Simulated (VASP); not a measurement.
A run of VASP 6.6.1 is set up as follows.

Contents of INCAR:

```
  PREC = Accurate
  ENCUT = 520
  EDIFF = 1E-7
  ISMEAR = 0
  SIGMA = 0.1
  LREAL = F
  LASPH = T
  NELM = 100
  ALGO = Normal
  ISIF = 2
  LWAVE = F
  LCHARG = T
  GGA = PE
  LELF = T
  LVHAR = T
  NBANDS = 16
```

KPOINTS

```
regular mesh
0
Gamma
  12 12 12
```

File POSCAR:

```
TiH4
1.0
    1.7098143815     -2.7890700238      0.0000000000
    1.7098143815      2.7890700238      0.0000000000
    0.0000000000      0.0000000000      3.3451477616
Ti H
1 4
Direct
    0.5000000000      0.5000000000      0.5000000000
    0.8393540512      0.1606459488      0.5000000000
    0.2760664188      0.2760664188      0.0000000000
    0.7239335812      0.7239335812      0.0000000000
    0.1606459488      0.8393540512      0.5000000000
```

Potentials or basis: VASP PAW PBE potentials, release 64 (Ti_sv, H).

Run with:

```console
$ cat potpaw_PBE.64/Ti_sv/POTCAR potpaw_PBE.64/H/POTCAR > POTCAR
$ mpirun -np 1 vasp_std > vasp.out
```

(1) Estimate the band gap on the k mesh.

(2) Estimate the pressure.

## Answers

(1) zero (band 8 reaches 5.59 eV, above the bottom of band 9 at 3.10 eV).

(2) -0.1 GPa.
